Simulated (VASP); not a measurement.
# NbAs in VASP: a series of runs, part 2 of 2

VASP 6.6.1.

**4. Single point, PBEsol**

Input file INCAR:

```
ALGO = Normal
EDIFF = 1E-6
ENCUT = 520
GGA = PS
ISIF = 2
ISMEAR = 0
LASPH = True
LCHARG = False
LREAL = False
LWAVE = False
NBANDS = 26
NELM = 80
PREC = Accurate
SIGMA = 0.1
```

Input file KPOINTS:

```
k-points
0
Gamma
  15 15 15
```

Input file POSCAR:

```
NbAs
1.0
   -1.7258500000      1.7258500000      5.8400000000
    1.7258500000     -1.7258500000      5.8400000000
    1.7258500000      1.7258500000     -5.8400000000
Nb As
2 2
Direct
    0.5000000000      0.0000000000      0.5000000000
    0.7500000000      0.7500000000      0.0000000000
    0.9160000000      0.4160000000      0.5000000000
    0.1660000000      0.1660000000      0.0000000000
```

Potentials or basis: VASP PAW PBE potentials, release 64 (Nb_sv, As).

Run with:

```
cat potpaw_PBE.64/Nb_sv/POTCAR potpaw_PBE.64/As/POTCAR > POTCAR
mpirun -np 1 vasp_std > vasp.out
```

OUTCAR:

```text
EDIFF = 1E-6
   ENCUT = 520
   GGA = PS
   ISIF = 2
   ISMEAR = 0
   LASPH = True
   LREAL = False
   NELM = 80
   PREC = Accurate

 ion  position               nearest neighbor table
   1  0.500  0.000  0.500-   4 2.60   4 2.60   3 2.63   3 2.63   3 2.63   3 2.63
   2  0.750  0.750  0.000-   3 2.60   3 2.60   4 2.63   4 2.63   4 2.63   4 2.63
   3  0.916  0.416  0.500-   2 2.60   2 2.60   1 2.63   1 2.63   1 2.63   1 2.63
   4  0.166  0.166  0.000-   1 2.60   1 2.60   2 2.63   2 2.63   2 2.63   2 2.63

  LATTYP: Found a body centered tetragonal cell.
 ALAT       =     3.4517000000
 C/A-ratio  =     3.3838398470

  Lattice vectors:

 A1 = (  -1.7258500000,   1.7258500000,   5.8400000000)
 A2 = (   1.7258500000,  -1.7258500000,   5.8400000000)
 A3 = (   1.7258500000,   1.7258500000,  -5.8400000000)

Analysis of symmetry for initial positions (statically):
=====================================================================
 Subroutine PRICEL returns:
 Original cell was already a primitive cell.

 Routine SETGRP: Setting up the symmetry group for a
[... 172 lines left out ...]
  energy without entropy =      -35.10915145  energy(sigma->0) =      -35.11055990

 E-fermi :   9.5100     XC(G=0): -11.9628

 val. band max:        9.5092201772   @ k =  -0.2000   0.2667   0.2000
 cond. band min:       9.5101549730   @ k =  -0.2000  -0.4667   0.2000
 fundamental gap:      0.0009347957
 Fermi energy:         9.5100341561

 k-point     1 :       0.0000    0.0000    0.0000
  band No.  band energies     occupation
      1     -45.5145      2.00000
      2     -45.4857      2.00000
      3     -21.7630      2.00000
      4     -21.6526      2.00000
      5     -21.6526      2.00000
      6     -21.4915      2.00000
[... 685 lines left out ...]
     25      13.7652      0.00000
     26      14.3918      0.00000

 [... further k-points ...]

------------------------ aborting loop because EDIFF is reached ----------------------------------------

  FORCE on cell =-STRESS in cart. coord.  units (eV):
  Direction    XX          YY          ZZ          XY          YZ          ZX
  --------------------------------------------------------------------------------------
  -------------------------------------------------------------------------------------
  Total       -1.1025392     -1.1025392     -0.6842180      0.0000000      0.0000000      0.0000000
  in kB      -25.3878361    -25.3878361    -15.7552815      0.0000000      0.0000000      0.0000000
  external PRESSURE =     -22.1769846 kB  Pullay stress =       0.0000000 kB

 VOLUME and BASIS-vectors are now :
 -----------------------------------------------------------------------------
  energy-cutoff  :      520.00
  volume of cell :       69.58
      direct lattice vectors                 reciprocal lattice vectors
    -1.725850000  1.725850000  5.840000000     0.000000000  0.289712316  0.085616438
     1.725850000 -1.725850000  5.840000000     0.289712316  0.000000000  0.085616438
     1.725850000  1.725850000 -5.840000000     0.289712316  0.289712316  0.000000000

 POSITION                                       TOTAL-FORCE (eV/Angst)
 -----------------------------------------------------------------------------------
      0.00000      1.72585      0.00000         0.000000      0.000000     -0.288360
      0.00000      0.00000      8.76000         0.000000      0.000000     -0.288360
      0.00000      1.72585      4.85888        -0.000000      0.000000      0.288360
      0.00000      0.00000      1.93888         0.000000     -0.000000      0.288360
 -----------------------------------------------------------------------------------
    total drift:                               -0.000000     -0.000000      0.000151

  FREE ENERGIE OF THE ION-ELECTRON SYSTEM (eV)
  ---------------------------------------------------
  free  energy   TOTEN  =       -35.1119683532 eV

  energy  without entropy=      -35.1091514544  energy(sigma->0) =      -35.11055990
```

OSZICAR:

```text
N       E                     dE             d eps       ncg     rms          rms(c)
DAV:   1     0.349300710625E+03    0.34930E+03   -0.18897E+04 14976   0.136E+03
DAV:   2    -0.759817685762E+01   -0.35690E+03   -0.34686E+03 18096   0.497E+02
DAV:   3    -0.352068472581E+02   -0.27609E+02   -0.27134E+02 26968   0.104E+02
DAV:   4    -0.371421455795E+02   -0.19353E+01   -0.19236E+01 22880   0.222E+01
DAV:   5    -0.371945071533E+02   -0.52362E-01   -0.52313E-01 25016   0.396E+00    0.113E+01
DAV:   6    -0.351444665552E+02    0.20500E+01   -0.68185E+00 22962   0.183E+01    0.317E+00
DAV:   7    -0.351265828122E+02    0.17884E-01   -0.45484E-01 21658   0.379E+00    0.194E+00
DAV:   8    -0.351117826665E+02    0.14800E-01   -0.66183E-02 22978   0.154E+00    0.384E-01
DAV:   9    -0.351118868889E+02   -0.10422E-03   -0.49659E-03 23676   0.472E-01    0.224E-01
DAV:  10    -0.351119847543E+02   -0.97865E-04   -0.11328E-03 20060   0.295E-01    0.310E-02
DAV:  11    -0.351119713986E+02    0.13356E-04   -0.61840E-05 22604   0.612E-02    0.139E-02
DAV:  12    -0.351119685034E+02    0.28952E-05   -0.46678E-06 20040   0.223E-02    0.415E-03
DAV:  13    -0.351119683532E+02    0.15019E-06   -0.20150E-07 10312   0.473E-03
   1 F= -.35111968E+02 E0= -.35110560E+02  d E =-.281690E-02
```

Run time: 18 min. Hardware: 1 thread of AMD EPYC 7R13 (Zen 3), shared host; peak memory 0.63 GiB.

Results:

| Property | Result |
| --- | --- |
| Free energy | -35.1120 eV |
| Pressure | -2.2 GPa |
| Largest force | 0.288 eV/Å |
| Band gap on the k mesh | zero (bands 18 and 19 overlap by 0.03 eV) |

Forces on the atoms (eV/Å):
```
Nb   0.000  0.000 -0.288
Nb   0.000  0.000 -0.288
As   0.000  0.000  0.288
As   0.000  0.000  0.288
```

Stress tensor (GPa, compression positive):
```
-2.54  0.00  0.00
 0.00 -2.54  0.00
 0.00  0.00 -1.58
```

Levels at points of the mesh, in eV from the Fermi level:
| k point | band 16 | band 17 | band 18 | band 19 | band 20 | band 21 |
| --- | --- | --- | --- | --- | --- | --- |
| (0.00, 0.00, 0.00) | -1.69 | -1.38 | -1.38 | 0.72 | 1.30 | 2.41 |

Caveat: the PAW data sets were made with another functional, which shifts forces and pressure a little.

**5. Single point, PBE**

This run uses another cell than the first one, of 17.05 Å³/atom.

Input file INCAR:

```
SYSTEM = NbAs
PREC = Accurate
ENCUT = 520
EDIFF = 1E-7
ISMEAR = -1
SIGMA = 0.05
LREAL = .FALSE.
LASPH = .TRUE.
NELM = 80
ALGO = Normal
ISIF = 2
LWAVE = .FALSE.
LCHARG = .FALSE.
GGA = PE
NBANDS = 26
```

Input file KPOINTS:

```
regular mesh
0
G
  11 11 11
  0 0 0
```

Input file POSCAR:

```
NbAs
1.0
   -1.7142667651      1.7142667651      5.8008041881
    1.7142667651     -1.7142667651      5.8008041881
    1.7142667651      1.7142667651     -5.8008041881
Nb As
2 2
Direct
    0.5000000000      0.0000000000      0.5000000000
    0.7500000000      0.7500000000      0.0000000000
    0.9160000000      0.4160000000      0.5000000000
    0.1660000000      0.1660000000      0.0000000000
```

Run with:

```
cat potpaw_PBE.64/Nb_sv/POTCAR potpaw_PBE.64/As/POTCAR > POTCAR
mpirun -np 1 vasp_std > vasp.out
```

Run time: 6.9 min. Hardware: 1 thread of Intel Xeon Platinum 8488C (Sapphire Rapids), shared host; peak memory 0.45 GiB.

The run converged. Its results:

```yaml
Free_energy: -32.4649 eV
Pressure: 7.1 GPa
Largest_force: 0.325 eV/Å
Band_gap_on_the_k_mesh: 0.03 eV (least direct gap 0.08 eV)
```

Forces on the atoms (eV/Å):
```
Nb   0.000  0.000 -0.325
Nb   0.000  0.000 -0.325
As   0.000  0.000  0.325
As   0.000  0.000  0.325
```

Stress tensor (GPa, compression positive):
```
7.00 0.00 0.00
0.00 7.00 0.00
0.00 0.00 7.24
```

Levels at points of the mesh, in eV from the valence-band top:
```
           k point  band 15  band 16  band 17  band 18  band 19  band 20  band 21  band 22
(0.00, 0.00, 0.00)    -2.09    -1.72    -1.40    -1.40     0.74     1.33     2.47     3.10
```

Caveat: the cell stands under pressure; the smearing spreads over this small gap.

**6. Overview**

| level | cell | k mesh | smearing | gap on the mesh (eV) | pressure (GPa) | largest force (eV/Å) |
| --- | --- | --- | --- | --- | --- | --- |
| PBE | a = 6.330 Å, angles 148.4, 148.4, 45.4°, 4 atoms, atomic positions A | 6 × 6 × 8 | gaussian 0.05 eV | none | 4.2 | 1.56 |
| PBEsol | a = 6.330 Å, angles 148.4, 148.4, 45.4°, 4 atoms, atomic positions B | 12 × 12 × 12 | gaussian 0.1 eV | none | -2.2 | 0.29 |
| PBEsol | a = 6.330 Å, angles 148.4, 148.4, 45.4°, 4 atoms, atomic positions B | 15 × 15 × 15 | gaussian 0.1 eV | none | -2.2 | 0.29 |
| PBE | a = 6.287 Å, angles 148.4, 148.4, 45.4°, 4 atoms, atomic positions B | 11 × 11 × 11 | fermi-dirac 0.05 eV | 0.03 | 7.1 | 0.33 |

Alike in all rows: task single point; potentials or basis VASP PAW PBE potentials, release 64 (Nb_sv, As); no spin polarisation; cutoff (eV) 520.

The pressure there spans -2.2 GPa (PBEsol) to 4.2 GPa (PBE); a positive pressure means that this level wants a larger cell, a negative one a smaller.

Caveats: the cell stands under pressure (at least some runs); the PAW data sets were made with another functional, which shifts forces and pressure a little (at least some runs); forces of over 1 eV/Å act on the atoms, so gaps and moduli don't describe the material at rest (at least some runs); the smearing spreads over this small gap (at least some runs).

Absolute energies hang on the potentials; compare differences alone.

The gap in the log of VASP goes by the Fermi energy; the results here count the filled bands.